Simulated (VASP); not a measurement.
# Ti (P6_3/mmc) in VASP: further runs

Runs on Ti. Level: PBE. Tasks: single point.

Program: VASP 6.6.1. These are calculated values, not measurements. Logs are shortened: lines on timing, memory, paths and dates and some standing lists are left out, and cuts for length are marked.

## 1. The cell of the first run

The structure is hexagonal, space group P6_3/mmc (No. 194). Conventional cell: a = 2.989 Å, b = 2.989 Å, c = 4.742 Å, α = 90.00°, β = 90.00°, γ = 120.00°. Within 3.9 Å of Ti (site symmetry -6m2) lie 12 Ti at 2.93 to 2.99 Å.

## 2. Single point, PBE

INCAR

```
PREC = Accurate
ENCUT = 520
EDIFF = 1E-6
ISMEAR = 1
SIGMA = 0.1
LREAL = F
LASPH = T
NELM = 100
ALGO = Normal
ISIF = 2
LWAVE = F
LCHARG = F
GGA = PE
NBANDS = 19
```

KPOINTS

```
regular mesh
0
Gamma
  11 11 6
```

POSCAR

```
Ti
1.0
    2.9888202413      0.0000000000      0.0000000000
   -1.4944101206      2.5883892501      0.0000000000
    0.0000000000      0.0000000000      4.7415860099
Ti
2
Direct
    0.3333333333      0.6666666667      0.2500000000
    0.6666666667      0.3333333333      0.7500000000
```

Potentials or basis: VASP PAW PBE potentials, release 64 (Ti_sv).

Started as:

```
$ cat potpaw_PBE.64/Ti_sv/POTCAR > POTCAR
$ mpirun -np 1 vasp_std > vasp.out
```

OUTCAR:

```text
PREC = Accurate
   ENCUT = 520
   EDIFF = 1E-6
   ISMEAR = 1
   LREAL = F
   LASPH = T
   NELM = 100
   ISIF = 2
   GGA = PE

 ion  position               nearest neighbor table
   1  0.333  0.667  0.250-
   2  0.667  0.333  0.750-

  LATTYP: Found a hexagonal cell.
 ALAT       =     2.9888202413
 C/A-ratio  =     1.5864406780

  Lattice vectors:

 A1 = (   2.9888202413,   0.0000000000,   0.0000000000)
 A2 = (  -1.4944101206,   2.5883892501,   0.0000000000)
 A3 = (   0.0000000000,   0.0000000000,   4.7415860099)

Analysis of symmetry for initial positions (statically):
=====================================================================
 Subroutine PRICEL returns:
 Original cell was already a primitive cell.

 Routine SETGRP: Setting up the symmetry group for a
 hexagonal supercell.

 Subroutine GETGRP returns: Found 24 space group operations
 (whereof 12 operations were pure point group operations)
 out of a pool of 24 trial point group operations.

The static configuration has the point symmetry D_3d.
 The point group associated with its full space group is D_6h.

Analysis of symmetry for dynamics (positions and initial velocities):
=====================================================================
 Subroutine PRICEL returns:
 Original cell was already a primitive cell.

 Routine SETGRP: Setting up the symmetry group for a
 hexagonal supercell.

 Subroutine GETGRP returns: Found 24 space group operations
 (whereof 12 operations were pure point group operations)
 out of a pool of 24 trial point group operations.

The dynamic configuration has the point symmetry D_3d.
 The point group associated with its full space group is D_6h.

 Subroutine INISYM returns: Found 24 space group operations
 (whereof 12 operations are pure point group operations),
 and found     1 'primitive' translations

----------------------------------------------------------------------------------------

                                     Primitive cell

  volume of cell :      36.6820

  direct lattice vectors                    reciprocal lattice vectors
     2.988820241  0.000000000  0.000000000     0.334580175  0.193170328  0.000000000
    -1.494410121  2.588389250  0.000000000     0.000000000  0.386340656  0.000000000
     0.000000000  0.000000000  4.741586010     0.000000000  0.000000000  0.210899897

  length of vectors
     2.988820241  2.988815906  4.741586010     0.386340095  0.386340656  0.210899897

[... 73 lines left out ...]
   ICHARG =      2    charge: 1-file 2-atom 10-const
   ISPIN  =      1    spin polarized calculation?
   LNONCOLLINEAR =      F non collinear calculations
   LSORBIT =      F    spin-orbit coupling
   LASPH  =      T    aspherical Exc in radial PAW
   ENCUT  =  520.0 eV  38.22 Ry    6.18 a.u.   5.56  5.56  8.82*2*pi/ulx,y,z
   NELM   =    100;   NELMIN=  2; NELMDL= -5     # of ELM steps
   EDIFF  = 0.1E-05   stopping-criterion for ELM
   LREAL  =      F    real-space projection
   EDIFFG = 0.1E-04   stopping-criterion for IOM
   NSW    =      0    number of steps for IOM
   IBRION =     -1    ionic relax: 0-MD 1-quasi-New 2-CG
   NFREE  =      0    steps in history (QN), initial steepest desc. (CG)
   ISIF   =      2    stress and relaxation
   ISYM   =      2    0-nonsym 1-usesym 2-fastsym
   POTIM  = 0.5000    time-step for ionic-motion
   TEBEG  =    0.0;   TEEND  =   0.0 temperature during run
   PSTRESS=    0.0 pullay stress
   NELECT =      24.0000    total number of electrons
   NUPDOWN=      -1.0000    fix difference up-down
   EMIN   =  10.00;   EMAX   =-10.00  energy-range for DOS
   EFERMI =   0.00;   METHOD = LEGACY
   ISMEAR =     1;   SIGMA  =   0.10  broadening in eV -4-tet -1-fermi 0-gaus
   EFERMI_NEDOS =   21; number of points for ismear=-14 and -15
   IALGO  =     38    algorithm
   IMIX   =      4    mixing-type and parameters
     AMIX     =   0.40;   BMIX     =  1.00
     AMIX_MAG =   1.60;   BMIX_MAG =  1.00
  volume/ion in A,a.u.               =      18.34       123.77
  Fermi-wavevector in a.u.,A,eV,Ry     =   1.421219  2.685714 27.481898  2.019863
  Thomas-Fermi vector in A             =   2.542052
   LORBIT       =      0    0 simple, 1 ext, 2 COOP (PROOUT), +10 PAW based schemes
   GGA     = PE    functional components
   LHFCALC =     F    Hartree Fock is set to
   AEXX    =    0.0000 exact exchange contribution
   IVDW    =     0    specifies the selected vdW correction
   LEPSILON=     F    determine dielectric tensor
   LRPA    =     F    only Hartree local field effects (RPA)
 non-spin polarized calculation
 Methfessel and Paxton  Order N= 1 SIGMA  =   0.10
  energy-cutoff  :      520.00
  volume of cell :       36.68
 maximum number of plane-waves:      1020
 NGX is ok and might be reduce to    24
   NGX = 11   NGY = 11   NGZ = 17

 number of electron      23.9999998 magnetization

 Free energy of the ion-electron system (eV)
  ---------------------------------------------------
  ext. energy  EPLUGINS =         0.00000000
  ---------------------------------------------------
  free energy    TOTEN  =       -15.63369836 eV

  energy without entropy =      -15.63275235  energy(sigma->0) =      -15.63338302

 E-fermi :   7.7786     XC(G=0): -11.2438

 val. band max:        7.7467932367   @ k =   0.3636   0.1818   0.3333
 cond. band min:       7.7893888270   @ k =   0.3636   0.1818   0.5000
 fundamental gap:      0.0425955903
 Fermi energy:         7.7786477001

 k-point     1 :       0.0000    0.0000    0.0000
  band No.  band energies     occupation
      1     -49.1882      2.00000
      2     -49.0796      2.00000
      3     -25.7158      2.00000
      4     -25.1736      2.00000
      5     -25.1736      2.00000
      6     -25.1258      2.00000
[... 505 lines left out ...]
      6     -25.2277      2.00000
[... 11 lines left out ...]
     18       9.9168      0.00000
     19      10.8759      0.00000

 [... further k-points ...]
[... 5 lines left out ...]
  --------------------------------------------------------------------------------------
  -------------------------------------------------------------------------------------
  Total       -1.2720230     -1.2720181     -1.2601453     -0.0000000      0.0000000      0.0000000
  in kB      -55.5587582    -55.5585433    -55.0399695     -0.0000000      0.0000000      0.0000000
  external PRESSURE =     -55.3857570 kB  Pullay stress =       0.0000000 kB

 VOLUME and BASIS-vectors are now :
 -----------------------------------------------------------------------------
  energy-cutoff  :      520.00
  volume of cell :       36.68
      direct lattice vectors                 reciprocal lattice vectors
     2.988820241  0.000000000  0.000000000     0.334580175  0.193170328  0.000000000
    -1.494410121  2.588389250  0.000000000     0.000000000  0.386340656  0.000000000
     0.000000000  0.000000000  4.741586010     0.000000000  0.000000000  0.210899897

 POSITION                                       TOTAL-FORCE (eV/Angst)
 -----------------------------------------------------------------------------------
     -0.00000      1.72559      1.18540         0.000000      0.000000      0.000000
      1.49441      0.86280      3.55619        -0.000000     -0.000000      0.000000
 -----------------------------------------------------------------------------------
    total drift:                                0.000000     -0.000000      0.000000

  FREE ENERGIE OF THE ION-ELECTRON SYSTEM (eV)
  ---------------------------------------------------
  free  energy   TOTEN  =       -15.6336983631 eV

  energy  without entropy=      -15.6327523469  energy(sigma->0) =      -15.63338302
```

Run time: 25 s. Hardware: 1 thread of Intel Xeon Platinum 8488C (Sapphire Rapids), shared host; peak memory 0.17 GiB.

What came out:

| Item | Value |
| --- | --- |
| Free energy | -15.6337 eV |
| Pressure | -5.5 GPa |
| Band gap on the k mesh | zero (band 12 reaches 8.51 eV, above the bottom of band 13 at 7.51 eV) |

Levels at points of the mesh, in eV from the Fermi level:
```tsv
k point	band 9	band 10	band 11	band 12	band 13	band 14	band 15	band 16
(0.00, 0.00, 0.00)	-6.08	-2.57	0.62	0.73	0.73	0.82	1.19	1.19
(0.00, 0.00, 0.50)	-4.30	-4.30	0.07	0.07	0.65	0.65	0.65	0.65
```

## 3. Single point, PBE

This run uses another cell than the first one, of 19.05 Å³/atom, 1.038 times its volume.

INCAR

```
SYSTEM = Ti
  ALGO = Normal
  EDIFF = 1E-6
  ENCUT = 520
  GGA = PE
  ISIF = 2
  ISMEAR = 1
  LASPH = .True.
  LCHARG = .False.
  LREAL = .False.
  LWAVE = .False.
  NBANDS = 19
  NELM = 60
  PREC = Accurate
  SIGMA = 0.1
```

KPOINTS

```
k-points
0
Gamma
  11 11 6
  0 0 0
```

POSCAR

```
Ti
1.0
    3.0266574256      0.0000000000      0.0000000000
   -1.5133287128      2.6211571496      0.0000000000
    0.0000000000      0.0000000000      4.8016124583
Ti
2
Direct
    0.3333333333      0.6666666667      0.2500000000
    0.6666666667      0.3333333333      0.7500000000
```

Potentials or basis: VASP PAW PBE potentials, release 64 (Ti_sv).

Started as:

```
$ cat potpaw_PBE.64/Ti_sv/POTCAR > POTCAR
$ mpirun -np 1 vasp_std > vasp.out
```

OUTCAR:

```text
SYSTEM = Ti
   EDIFF = 1E-6
   ENCUT = 520
   GGA = PE
   ISIF = 2
   ISMEAR = 1
   LASPH = .True.
   LREAL = .False.
   NELM = 60
   PREC = Accurate

 ion  position               nearest neighbor table
   1  0.333  0.667  0.250-
   2  0.667  0.333  0.750-

  LATTYP: Found a hexagonal cell.
 ALAT       =     3.0266574256
 C/A-ratio  =     1.5864406780

  Lattice vectors:

 A1 = (   3.0266574256,   0.0000000000,   0.0000000000)
 A2 = (  -1.5133287128,   2.6211571496,   0.0000000000)
 A3 = (   0.0000000000,   0.0000000000,   4.8016124583)

Analysis of symmetry for initial positions (statically):
=====================================================================
 Subroutine PRICEL returns:
 Original cell was already a primitive cell.

 Routine SETGRP: Setting up the symmetry group for a
 hexagonal supercell.

 Subroutine GETGRP returns: Found 24 space group operations
 (whereof 12 operations were pure point group operations)
 out of a pool of 24 trial point group operations.

The static configuration has the point symmetry D_3d.
 The point group associated with its full space group is D_6h.

Analysis of symmetry for dynamics (positions and initial velocities):
=====================================================================
 Subroutine PRICEL returns:
 Original cell was already a primitive cell.

 Routine SETGRP: Setting up the symmetry group for a
 hexagonal supercell.

 Subroutine GETGRP returns: Found 24 space group operations
 (whereof 12 operations were pure point group operations)
 out of a pool of 24 trial point group operations.

The dynamic configuration has the point symmetry D_3d.
 The point group associated with its full space group is D_6h.

 Subroutine INISYM returns: Found 24 space group operations
[... 103 lines left out ...]
   ISIF   =      2    stress and relaxation
   ISYM   =      2    0-nonsym 1-usesym 2-fastsym
   POTIM  = 0.5000    time-step for ionic-motion
   TEBEG  =    0.0;   TEEND  =   0.0 temperature during run
   PSTRESS=    0.0 pullay stress
   NELECT =      24.0000    total number of electrons
   NUPDOWN=      -1.0000    fix difference up-down
   EMIN   =  10.00;   EMAX   =-10.00  energy-range for DOS
   EFERMI =   0.00;   METHOD = LEGACY
   ISMEAR =     1;   SIGMA  =   0.10  broadening in eV -4-tet -1-fermi 0-gaus
   EFERMI_NEDOS =   21; number of points for ismear=-14 and -15
   IALGO  =     38    algorithm
   IMIX   =      4    mixing-type and parameters
     AMIX     =   0.40;   BMIX     =  1.00
     AMIX_MAG =   1.60;   BMIX_MAG =  1.00
  volume/ion in A,a.u.               =      19.05       128.53
  Fermi-wavevector in a.u.,A,eV,Ry     =   1.403452  2.652139 26.799074  1.969676
  Thomas-Fermi vector in A             =   2.526112
   LORBIT       =      0    0 simple, 1 ext, 2 COOP (PROOUT), +10 PAW based schemes
   GGA     = PE    functional components
   LHFCALC =     F    Hartree Fock is set to
   AEXX    =    0.0000 exact exchange contribution
   IVDW    =     0    specifies the selected vdW correction
   LEPSILON=     F    determine dielectric tensor
   LRPA    =     F    only Hartree local field effects (RPA)
 non-spin polarized calculation
 Methfessel and Paxton  Order N= 1 SIGMA  =   0.10
  energy-cutoff  :      520.00
  volume of cell :       38.09
 maximum number of plane-waves:      1061
 NGX is ok and might be reduce to    24
   NGX = 11   NGY = 11   NGZ = 17

 number of electron      23.9999996 magnetization

 Free energy of the ion-electron system (eV)
  ---------------------------------------------------
  ext. energy  EPLUGINS =         0.00000000
  ---------------------------------------------------
  free energy    TOTEN  =       -15.57097425 eV

  energy without entropy =      -15.57024674  energy(sigma->0) =      -15.57073175

 E-fermi :   7.3994     XC(G=0): -11.0708

 val. band max:        7.3951804028   @ k =   0.3636   0.1818   0.5000
 cond. band min:       7.4296723280   @ k =   0.2727   0.1818   0.5000
 fundamental gap:      0.0344919252
 Fermi energy:         7.3993719636

 k-point     1 :       0.0000    0.0000    0.0000
  band No.  band energies     occupation
      1     -49.6331      2.00000
      2     -49.5403      2.00000
      3     -26.1248      2.00000
      4     -25.6432      2.00000
      5     -25.6432      2.00000
      6     -25.6044      2.00000
[... 505 lines left out ...]
      6     -25.6914      2.00000
[... 11 lines left out ...]
     18       9.4395      0.00000
     19      10.3481      0.00000

 [... further k-points ...]
[... 5 lines left out ...]
  --------------------------------------------------------------------------------------
  -------------------------------------------------------------------------------------
  Total       -2.0680358     -2.0680278     -2.0741036      0.0000000      0.0000000      0.0000000
  in kB      -86.9811601    -86.9808236    -87.2363735      0.0000000      0.0000000      0.0000000
  external PRESSURE =     -87.0661191 kB  Pullay stress =       0.0000000 kB

 VOLUME and BASIS-vectors are now :
 -----------------------------------------------------------------------------
  energy-cutoff  :      520.00
  volume of cell :       38.09
      direct lattice vectors                 reciprocal lattice vectors
     3.026657426  0.000000000  0.000000000     0.330397485  0.190755446  0.000000000
    -1.513328713  2.621157150  0.000000000     0.000000000  0.381510891  0.000000000
     0.000000000  0.000000000  4.801612458     0.000000000  0.000000000  0.208263372

 POSITION                                       TOTAL-FORCE (eV/Angst)
 -----------------------------------------------------------------------------------
     -0.00000      1.74744      1.20040        -0.000000     -0.000000      0.000000
      1.51333      0.87372      3.60121         0.000000      0.000000      0.000000
 -----------------------------------------------------------------------------------
    total drift:                               -0.000000      0.000000     -0.000000

  FREE ENERGIE OF THE ION-ELECTRON SYSTEM (eV)
  ---------------------------------------------------
  free  energy   TOTEN  =       -15.5709742529 eV

  energy  without entropy=      -15.5702467411  energy(sigma->0) =      -15.57073175
```

stdout:

```text
POSCAR found type information on POSCAR Ti
 POSCAR found :  1 types and       2 ions
 scaLAPACK will be used
 LDA part: xc-table for (Slater+PW92), standard interpolation
 POSCAR, INCAR and KPOINTS ok, starting setup
 FFT: planning ... GRIDC
 FFT: planning ... GRID_SOFT
 FFT: planning ... GRID
 WAVECAR not read
 entering main loop
```

Run time: 27 s. Hardware: 1 thread of Intel Xeon Platinum 8488C (Sapphire Rapids), shared host; peak memory 0.17 GiB.

What came out:

- Free energy: -15.5710 eV
- Pressure: -8.7 GPa
- Band gap on the k mesh: zero (band 12 reaches 8.11 eV, above the bottom of band 13 at 7.13 eV)

Levels at points of the mesh, in eV from the Fermi level:
```tsv
k point	band 8	band 9	band 10	band 11	band 12	band 13	band 14	band 15	band 16	band 17
(0.00, 0.00, 0.00)	-32.97	-5.98	-2.48	0.54	0.71	0.71	0.79	1.14	1.14	1.46
(0.00, 0.00, 0.50)	-33.00	-4.25	-4.25	0.07	0.07	0.63	0.63	0.63	0.63	2.48
```

## 4. Single point, PBE

This run uses another cell than the first one, of 19.75 Å³/atom, 1.077 times its volume.

INCAR

```
ALGO = Normal
EDIFF = 1E-7
ENCUT = 520
GGA = PE
ISIF = 2
ISMEAR = 1
LASPH = T
LCHARG = F
LREAL = F
LWAVE = F
NBANDS = 19
NELM = 80
PREC = Accurate
SIGMA = 0.1
```

KPOINTS

```
k-points
0
Gamma
  11 11 6
```

POSCAR

```
Ti
1.0
    3.0635715201      0.0000000000      0.0000000000
   -1.5317857600      2.6531256313      0.0000000000
    0.0000000000      0.0000000000      4.8601744793
Ti
2
Direct
    0.3333333333      0.6666666667      0.2500000000
    0.6666666667      0.3333333333      0.7500000000
```

Started as:

```
$ cat potpaw_PBE.64/Ti_sv/POTCAR > POTCAR
$ mpirun -np 1 vasp_std > vasp.out
```

It took 38 s on 1 thread of Intel Xeon Platinum 8488C (Sapphire Rapids), shared host; peak memory 0.17 GiB.

It converged, with:

- Free energy: -15.4828 eV
- Pressure: -11.4 GPa
- Band gap on the k mesh: zero (band 12 reaches 7.73 eV, above the bottom of band 13 at 6.77 eV)

Stress tensor (GPa, compression positive):
```
-11.29   0.00   0.00
  0.00 -11.29   0.00
  0.00   0.00 -11.47
```

Levels at points of the mesh, in eV from the Fermi level:
| k point | band 10 | band 11 | band 12 | band 13 | band 14 | band 15 |
| --- | --- | --- | --- | --- | --- | --- |
| (0.00, 0.00, 0.00) | -2.40 | 0.47 | 0.69 | 0.69 | 0.76 | 1.09 |
| (0.00, 0.00, 0.50) | -4.20 | 0.07 | 0.07 | 0.61 | 0.61 | 0.61 |

## 5. Summary

```tsv
cell	gap on the mesh (eV)	pressure (GPa)
a = 2.989, b = 2.989, c = 4.742 Å, angles 90.0, 90.0, 120.0°, 2 atoms	none	-5.5
a = 3.027, b = 3.027, c = 4.802 Å, angles 90.0, 90.0, 120.0°, 2 atoms	none	-8.7
a = 3.064, b = 3.064, c = 4.860 Å, angles 90.0, 90.0, 120.0°, 2 atoms	none	-11.4
```

Alike in all rows: task single point; level PBE; potentials or basis VASP PAW PBE potentials, release 64 (Ti_sv); no spin polarisation; k mesh 11 × 11 × 6; cutoff (eV) 520; smearing methfessel-paxton 0.1 eV.

Total energies depend on the potentials used, so only differences within one code and one set of settings carry meaning.
